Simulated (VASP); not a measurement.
The system is SbP (rocksalt type).

```
CELL_PARAMETERS angstrom
0.00000 2.52976 2.52976
2.52976 0.00000 2.52976
2.52976 2.52976 0.00000
ATOMIC_POSITIONS crystal
Sb 0.00000 0.00000 0.00000
P 0.50000 0.50000 0.50000
```

| Property | Result |
| --- | --- |
| Program | VASP 6.6.1 |
| Task | relaxation of cell and atoms |
| Functional | PBE |
| Potentials or basis | VASP PAW PBE potentials, release 64 (Sb, P) |
| Cutoff | 600 eV |
| k mesh | 11 × 11 × 11 |
| Occupations | fermi-dirac, width 0.05 eV |
| Spin | no spin polarisation |

At the start: pressure 48.2 GPa; volume 16.19 Å³/atom.

Where does the relaxation end?

Over 19 steps the energy falls by 690.0 meV/atom and the volume is 22.34 Å³/atom (+38.0 %); space group Fm-3m (No. 225, to 0.05 Å).

The path:
```tsv
step	energy change (eV)	largest force (eV/Å)	pressure (GPa)	volume (Å³)
1	0.0000	0.0000	48.21	32.38
2	-0.5756	0.0000	-11.87	60.99
3	-1.3793	0.0000	-0.59	45.03
4	-1.3799	0.0000	-0.11	44.75
5	-1.3797	0.0000	0.37	44.47
6	-1.3797	0.0000	0.37	44.47
7	-1.3797	0.0000	0.36	44.48
8	-1.3797	0.0000	0.35	44.48
9	-1.3797	0.0000	0.35	44.48
10	-1.3797	0.0000	0.35	44.48
11	-1.3797	0.0000	0.35	44.48
12	-1.3797	0.0000	0.34	44.49
13	-1.3798	0.0000	0.34	44.49
14	-1.3798	0.0000	0.34	44.49
15	-1.3798	0.0000	0.33	44.50
16	-1.3798	0.0000	0.28	44.52
17	-1.3799	0.0000	0.21	44.57
18	-1.3799	0.0000	0.06	44.65
19	-1.3799	0.0000	0.00	44.68
```

Final structure:
```yaml
crystal:
  lattice:
    - [0.00000, 2.81640, 2.81640]
    - [2.81640, 0.00000, 2.81640]
    - [2.81640, 2.81640, 0.00000]
  atoms:
    - { symbol: Sb, position: [0.00000, 0.00000, 0.00000] }
    - { symbol: P, position: [0.50000, 0.50000, 0.50000] }
```

Caveat: the volume moved by over 15 % at a fixed basis, so the end points are rough.
